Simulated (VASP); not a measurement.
# TiB (F-43m) in VASP: single point with LDA

Aim: the single point of TiB with LDA.

All numbers are computed with VASP 6.6.1; they aren't measurements. Logs are shortened: lines on timing, memory, paths and dates and some standing lists are left out, and cuts for length are marked.

## 1. The cell of the first run

Symmetry: F-43m, No. 216, cubic system. Conventional cell: a = 4.202 Å, b = 4.202 Å, c = 4.202 Å, α = 90.00°, β = 90.00°, γ = 90.00°. Within 2.4 Å of Ti (site symmetry -43m) lie 4 B at 1.82 Å. B (site symmetry -43m) has 4 Ti at 1.82 Å within 2.4 Å.

## 2. Single point, LDA

The input, INCAR:

```
  ALGO = Normal
  EDIFF = 1E-7
  ENCUT = 520
  GGA = CA
  ISIF = 2
  ISMEAR = 0
  LASPH = T
  LCHARG = F
  LREAL = F
  LWAVE = F
  NBANDS = 14
  NELM = 80
  PREC = Accurate
  SIGMA = 0.05
```

The input, KPOINTS:

```
k-points
0
Gamma
  16 16 16
```

The input, POSCAR:

```
TiB
1.0
    0.0000000000      2.1010000000      2.1010000000
    2.1010000000      0.0000000000      2.1010000000
    2.1010000000      2.1010000000      0.0000000000
Ti B
1 1
Direct
    0.7500000000      0.7500000000      0.7500000000
    0.0000000000      0.0000000000      0.0000000000
```

Potentials or basis: VASP PAW LDA potentials, release 64 (Ti_sv, B).

Command:

```console
$ cat potpaw_LDA.64/Ti_sv/POTCAR potpaw_LDA.64/B/POTCAR > POTCAR
$ mpirun -np 1 vasp_std > vasp.out
```

OUTCAR:

```text
EDIFF = 1E-7
   ENCUT = 520
   GGA = CA
   ISIF = 2
   ISMEAR = 0
   LASPH = T
   LREAL = F
   NELM = 80
   PREC = Accurate

 ion  position               nearest neighbor table
   1  0.750  0.750  0.750-   2 1.82   2 1.82   2 1.82   2 1.82
   2  0.000  0.000  0.000-   1 1.82   1 1.82   1 1.82   1 1.82

  LATTYP: Found a face centered cubic cell.
 ALAT       =     4.2020000000

  Lattice vectors:

 A1 = (   0.0000000000,   2.1010000000,   2.1010000000)
 A2 = (   2.1010000000,   0.0000000000,   2.1010000000)
 A3 = (   2.1010000000,   2.1010000000,   0.0000000000)

Analysis of symmetry for initial positions (statically):
=====================================================================
 Subroutine PRICEL returns:
 Original cell was already a primitive cell.

 Routine SETGRP: Setting up the symmetry group for a
 face centered cubic supercell.

 Subroutine GETGRP returns: Found 24 space group operations
 (whereof 24 operations were pure point group operations)
 out of a pool of 48 trial point group operations.

The static configuration has the point symmetry T_d .

Analysis of symmetry for dynamics (positions and initial velocities):
=====================================================================
 Subroutine PRICEL returns:
 Original cell was already a primitive cell.

 Routine SETGRP: Setting up the symmetry group for a
 face centered cubic supercell.

 Subroutine GETGRP returns: Found 24 space group operations
 (whereof 24 operations were pure point group operations)
 out of a pool of 48 trial point group operations.

The dynamic configuration has the point symmetry T_d .

 Subroutine INISYM returns: Found 24 space group operations
 (whereof 24 operations are pure point group operations),
 and found     1 'primitive' translations

----------------------------------------------------------------------------------------

                                     Primitive cell

  volume of cell :      18.5485

  direct lattice vectors                    reciprocal lattice vectors
     0.000000000  2.101000000  2.101000000    -0.237981913  0.237981913  0.237981913
     2.101000000  0.000000000  2.101000000     0.237981913 -0.237981913  0.237981913
     2.101000000  2.101000000  0.000000000     0.237981913  0.237981913 -0.237981913

  length of vectors
     2.971262695  2.971262695  2.971262695     0.412196765  0.412196765  0.412196765

  position of ions in fractional coordinates (direct lattice)
     0.750000000  0.750000000  0.750000000
     0.000000000  0.000000000  0.000000000

  ion indices of the primitive-cell ions
   primitive index   ion index
                 1           1
                 2           2

----------------------------------------------------------------------------------------

 KPOINTS: k-points

Automatic generation of k-mesh.
 Grid dimensions read from file:
 generate k-points for:   16   16   16

 Generating k-lattice:

  Cartesian coordinates                     Fractional coordinates (reciprocal lattice)
    -0.014873870  0.014873870  0.014873870     0.062500000  0.000000000  0.000000000
     0.014873870 -0.014873870  0.014873870     0.000000000  0.062500000  0.000000000
     0.014873870  0.014873870 -0.014873870     0.000000000  0.000000000  0.062500000

  Length of vectors
     0.025762298  0.025762298  0.025762298

  Shift w.r.t. Gamma in fractional coordinates (k-lattice)
     0.000000000  0.000000000  0.000000000

 Subroutine IBZKPT returns following result:
 ===========================================

 Found    145 irreducible k-points:

 Following reciprocal coordinates:
            Coordinates               Weight
  0.000000  0.000000  0.000000      1.000000
  0.062500  0.000000  0.000000      8.000000
  0.125000  0.000000  0.000000      8.000000
  0.187500  0.000000  0.000000      8.000000
  0.250000  0.000000  0.000000      8.000000
  0.312500  0.000000  0.000000      8.000000
[... 16 lines left out ...]
 -0.125000  0.062500  0.000000     24.000000
 -0.062500  0.062500  0.000000     12.000000
 [... further k-points ...]
   k-points           NKPTS =    145   k-points in BZ     NKDIM =    145   number of bands    NBANDS=     14
   number of dos      NEDOS =    301   number of ions     NIONS =      2
   total plane-waves  NPLWV =  13824
   dimension x,y,z NGX =    24 NGY =   24 NGZ =   24
   dimension x,y,z NGXF=    48 NGYF=   48 NGZF=   48
   ions per type =               1   1
   NGX,Y,Z   is equivalent  to a cutoff of  13.43, 13.43, 13.43 a.u.
   NGXF,Y,Z  is equivalent  to a cutoff of  26.86, 26.86, 26.86 a.u.
 SYSTEM =  unknown system
   PREC   = accura    normal or accurate (medium, high low for compatibility)
   ISTART =      0    job   : 0-new  1-cont  2-samecut
   ICHARG =      2    charge: 1-file 2-atom 10-const
   ISPIN  =      1    spin polarized calculation?
   LNONCOLLINEAR =      F non collinear calculations
   LSORBIT =      F    spin-orbit coupling
   LASPH  =      T    aspherical Exc in radial PAW
   ENCUT  =  520.0 eV  38.22 Ry    6.18 a.u.   5.52  5.52  5.52*2*pi/ulx,y,z
   NELM   =     80;   NELMIN=  2; NELMDL= -5     # of ELM steps
   EDIFF  = 0.1E-06   stopping-criterion for ELM
   LREAL  =      F    real-space projection
   EDIFFG = 0.1E-05   stopping-criterion for IOM
   NSW    =      0    number of steps for IOM
   IBRION =     -1    ionic relax: 0-MD 1-quasi-New 2-CG
   NFREE  =      0    steps in history (QN), initial steepest desc. (CG)
   ISIF   =      2    stress and relaxation
   ISYM   =      2    0-nonsym 1-usesym 2-fastsym
   POTIM  = 0.5000    time-step for ionic-motion
   TEBEG  =    0.0;   TEEND  =   0.0 temperature during run
   PSTRESS=    0.0 pullay stress
   NELECT =      15.0000    total number of electrons
   NUPDOWN=      -1.0000    fix difference up-down
   EMIN   =  10.00;   EMAX   =-10.00  energy-range for DOS
   EFERMI =   0.00;   METHOD = LEGACY
   ISMEAR =     0;   SIGMA  =   0.05  broadening in eV -4-tet -1-fermi 0-gaus
   EFERMI_NEDOS =   21; number of points for ismear=-14 and -15
   IALGO  =     38    algorithm
   IMIX   =      4    mixing-type and parameters
     AMIX     =   0.40;   BMIX     =  1.00
     AMIX_MAG =   1.60;   BMIX_MAG =  1.00
  volume/ion in A,a.u.               =       9.27        62.59
  Fermi-wavevector in a.u.,A,eV,Ry     =   1.525232  2.882270 31.651671  2.326332
  Thomas-Fermi vector in A             =   2.633430
   LORBIT       =      0    0 simple, 1 ext, 2 COOP (PROOUT), +10 PAW based schemes
   GGA     = CA    functional components
   LHFCALC =     F    Hartree Fock is set to
   AEXX    =    0.0000 exact exchange contribution
   IVDW    =     0    specifies the selected vdW correction
   LEPSILON=     F    determine dielectric tensor
   LRPA    =     F    only Hartree local field effects (RPA)
 non-spin polarized calculation
 Gauss-broadening in eV      SIGMA  =   0.05
  energy-cutoff  :      520.00
  volume of cell :       18.55
 maximum number of plane-waves:       531
 NGX is ok and might be reduce to    24
   NGX = 11   NGY = 11   NGZ = 11

 number of electron      14.9999998 magnetization

 Free energy of the ion-electron system (eV)
  ---------------------------------------------------
  ext. energy  EPLUGINS =         0.00000000
  ---------------------------------------------------
  free energy    TOTEN  =       -12.00704642 eV

  energy without entropy =      -12.00584844  energy(sigma->0) =      -12.00644743

 E-fermi :   9.1530     XC(G=0): -13.0024

 val. band max:        9.1434552471   @ k =  -0.4375   0.2500   0.0000
 cond. band min:       9.1539150629   @ k =  -0.1875   0.3125   0.1250
 fundamental gap:      0.0104598158
 Fermi energy:         9.1530366033

 k-point     1 :       0.0000    0.0000    0.0000
  band No.  band energies     occupation
      1     -45.0192      2.00000
      2     -21.4854      2.00000
      3     -21.4854      2.00000
      4     -21.4854      2.00000
      5       0.3310      2.00000
      6       7.2492      2.00000
      7       7.2492      2.00000
      8       7.2492      2.00000
      9      12.4026      0.00000
     10      12.4026      0.00000
     11      21.5694      0.00000
     12      21.9192      0.00000
     13      21.9192      0.00000
     14      21.9193      0.00000

 k-point     2 :       0.0625    0.0000    0.0000
  band No.  band energies     occupation
      1     -45.0146      2.00000
      2     -21.5174      2.00000
      3     -21.4900      2.00000
      4     -21.4900      2.00000
      5       0.4422      2.00000
      6       7.2056      2.00000
      7       7.2990      2.00000
      8       7.2990      2.00000
      9      12.3554      0.00000
     10      12.3554      0.00000
     11      21.5220      0.00000
     12      21.8949      0.00000
     13      21.9483      0.00000
     14      21.9483      0.00000

 k-point     3 :       0.1250    0.0000    0.0000
  band No.  band energies     occupation
      1     -45.0015      2.00000
      2     -21.6076      2.00000
      3     -21.5030      2.00000
      4     -21.5030      2.00000
      5       0.7654      2.00000
      6       7.0876      2.00000
      7       7.4348      2.00000
      8       7.4348      2.00000
      9      12.2478      0.00000
     10      12.2478      0.00000
     11      20.9353      0.00000
     12      21.9735      0.00000
     13      21.9735      0.00000
     14      22.2801      0.00000

 k-point     4 :       0.1875    0.0000    0.0000
  band No.  band energies     occupation
      1     -44.9818      2.00000
      2     -21.7408      2.00000
      3     -21.5225      2.00000
      4     -21.5225      2.00000
      5       1.2693      2.00000
      6       6.9290      2.00000
      7       7.6165      2.00000
      8       7.6165      2.00000
      9      12.1657      0.00000
     10      12.1657      0.00000
     11      19.9707      0.00000
     12      21.8520      0.00000
     13      21.8520      0.00000
     14      22.8613      0.00000

 k-point     5 :       0.2500    0.0000    0.0000
  band No.  band energies     occupation
      1     -44.9585      2.00000
      2     -21.8952      2.00000
      3     -21.5453      2.00000
      4     -21.5453      2.00000
      5       1.8989      2.00000
      6       6.7762      2.00000
      7       7.7864      2.00000
      8       7.7864      2.00000
      9      12.2069      0.00000
     10      12.2069      0.00000
     11      18.7717      0.00000
[... 276 lines left out ...]
 k-point    22 :      -0.1875    0.0625    0.0000
  band No.  band energies     occupation
      1     -44.9710      2.00000
      2     -21.7973      2.00000
      3     -21.5609      2.00000
      4     -21.5212      2.00000
      5       1.5565      2.00000
      6       6.8445      2.00000
      7       7.7102      2.00000
      8       7.7180      2.00000
      9      11.8651      0.00000
     10      12.4242      0.00000
     11      19.5701      0.00000
     12      21.2015      0.00000
     13      22.0123      0.00000
     14      23.1407      0.00000

 k-point    23 :      -0.1250    0.0625    0.0000
  band No.  band energies     occupation
      1     -44.9919      2.00000
      2     -21.6607      2.00000
      3     -21.5347      2.00000
      4     -21.5028      2.00000
      5       1.0079      2.00000
      6       6.9938      2.00000
      7       7.5191      2.00000
      8       7.5589      2.00000
      9      11.9820      0.00000
     10      12.3871      0.00000
     11      20.6775      0.00000
     12      21.4381      0.00000
     13      22.1564      0.00000
     14      22.6405      0.00000

 k-point    24 :      -0.0625    0.0625    0.0000
  band No.  band energies     occupation
      1     -45.0072      2.00000
      2     -21.5618      2.00000
      3     -21.5099      2.00000
      4     -21.4919      2.00000
      5       0.6240      2.00000
      6       7.1258      2.00000
      7       7.3669      2.00000
      8       7.4022      2.00000
      9      12.1777      0.00000
     10      12.3950      0.00000
     11      21.3863      0.00000
     12      21.6089      0.00000
     13      22.0901      0.00000
     14      22.1574      0.00000

 [... further k-points ...]
[... 5 lines left out ...]
  --------------------------------------------------------------------------------------
  -------------------------------------------------------------------------------------
  Total       12.2189344     12.2189344     12.2189344      0.0000000      0.0000000      0.0000000
  in kB     1055.4453824   1055.4453824   1055.4453824      0.0000000      0.0000000      0.0000000
  external PRESSURE =    1055.4453824 kB  Pullay stress =       0.0000000 kB

 VOLUME and BASIS-vectors are now :
 -----------------------------------------------------------------------------
  energy-cutoff  :      520.00
  volume of cell :       18.55
      direct lattice vectors                 reciprocal lattice vectors
     0.000000000  2.101000000  2.101000000    -0.237981913  0.237981913  0.237981913
     2.101000000  0.000000000  2.101000000     0.237981913 -0.237981913  0.237981913
     2.101000000  2.101000000  0.000000000     0.237981913  0.237981913 -0.237981913

 POSITION                                       TOTAL-FORCE (eV/Angst)
 -----------------------------------------------------------------------------------
      3.15150      3.15150      3.15150        -0.000000      0.000000      0.000000
      0.00000      0.00000      0.00000         0.000000     -0.000000     -0.000000
 -----------------------------------------------------------------------------------
    total drift:                                0.000001      0.000001      0.000001

  FREE ENERGIE OF THE ION-ELECTRON SYSTEM (eV)
  ---------------------------------------------------
  free  energy   TOTEN  =       -12.0070464212 eV

  energy  without entropy=      -12.0058484395  energy(sigma->0) =      -12.00644743
```

It took 19 s on 1 thread of Intel Xeon Platinum 8375C at 2.90GHz (Ice Lake), shared host; peak memory 0.16 GiB.

What came out:

```yaml
Free_energy: -12.0070 eV
Pressure: 105.5 GPa
```

Levels at points of the mesh, in eV from the Fermi level:
```csv
k point,band 4,band 5,band 6,band 7,band 8,band 9,band 10,band 11,band 12,band 13
"(0.00, 0.00, 0.00)",-30.64,-8.82,-1.90,-1.90,-1.90,3.25,3.25,12.42,12.77,12.77
"(0.50, 0.00, 0.00)",-30.76,-5.45,-2.35,-1.22,-1.22,4.18,4.18,5.95,10.09,10.09
"(0.50, 0.50, 0.00)",-30.95,-4.67,-4.10,1.15,1.95,1.95,4.71,6.15,6.15,7.51
```
